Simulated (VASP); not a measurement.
Here is a VASP 6.6.1 calculation.

The input INCAR:

```
SYSTEM = Tl
PREC = Accurate
ENCUT = 520
EDIFF = 1E-8
ISMEAR = -1
SIGMA = 0.05
LREAL = .False.
LASPH = .True.
NELM = 100
ALGO = Normal
ISIF = 2
LWAVE = .False.
LCHARG = .False.
GGA = PE
LEFG = .True.
NBANDS = 12
```

File KPOINTS:

```
regular mesh
0
Gamma
  4 4 4
  0 0 0
```

Contents of POSCAR:

```
Tl
1.0
   -1.9410000000      1.9410000000      1.9410000000
    1.9410000000     -1.9410000000      1.9410000000
    1.9410000000      1.9410000000     -1.9410000000
Tl
1
Direct
    0.0000000000      0.0000000000      0.0000000000
```

Potentials or basis: VASP PAW PBE potentials, release 64 (Tl_d).

The run is started by

```sh
$ cat potpaw_PBE.64/Tl_d/POTCAR > POTCAR
$ mpirun -np 1 vasp_std > vasp.out
```

(1) Predict the pressure.

Answers

(1) 3.4 GPa.

Caveat: the k points lie up to 0.57 Å⁻¹ apart; without QUAD_EFG the Cq values of the log hold for a quadrupole moment of 1 mb, not for the nuclei.
